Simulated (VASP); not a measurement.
A run of VASP 6.6.1 is set up as follows.

File INCAR:

```
SYSTEM = Mn3Sn
PREC = Accurate ; ENCUT = 540
EDIFF = 1E-6 ; ISMEAR = 0
SIGMA = 0.1 ; LREAL = .False.
LASPH = .True. ; NELM = 300
ALGO = All ; ISIF = 2
LWAVE = .False. ; LCHARG = .False.
ISPIN = 2 ; MAGMOM = 4 4 4 0
LORBIT = 11 ; LMAXMIX = 4
GGA = PS ; NBANDS = 38
GGA_COMPAT = .False. ; ISEARCH = 1
KPAR = 4
```

Contents of KPOINTS:

```
Automatic mesh
0
Gamma
  12 12 12
  0 0 0
```

POSCAR

```
Mn3Sn
1.0
    0.0000000000      2.9545722334      2.9545722334
    2.9545722334      0.0000000000      2.9545722334
    2.9545722334      2.9545722334      0.0000000000
Mn Sn
3 1
Direct
    0.7500000000      0.7500000000      0.7500000000
    0.2500000000      0.2500000000      0.2500000000
    0.5000000000      0.5000000000      0.5000000000
    0.0000000000      0.0000000000      0.0000000000
```

Potentials or basis: VASP PAW PBE potentials, release 64 (Mn_pv, Sn_d).

The run is started by

```bash
$ cat potpaw_PBE.64/Mn_pv/POTCAR potpaw_PBE.64/Sn_d/POTCAR > POTCAR
$ mpirun -np 4 vasp_std > vasp.out
```

Q: Estimate the pressure.

A: 3.3 GPa.

Q: Predict the band gap on the k mesh.

A: Zero (filled and empty bands overlap).

Caveat: the cell differs from its parent crystal (strained); the cell stands under pressure; the PAW data sets were made with another functional, which shifts forces and pressure a little; spin-orbit coupling is left out, which moves the levels of the heavy elements.
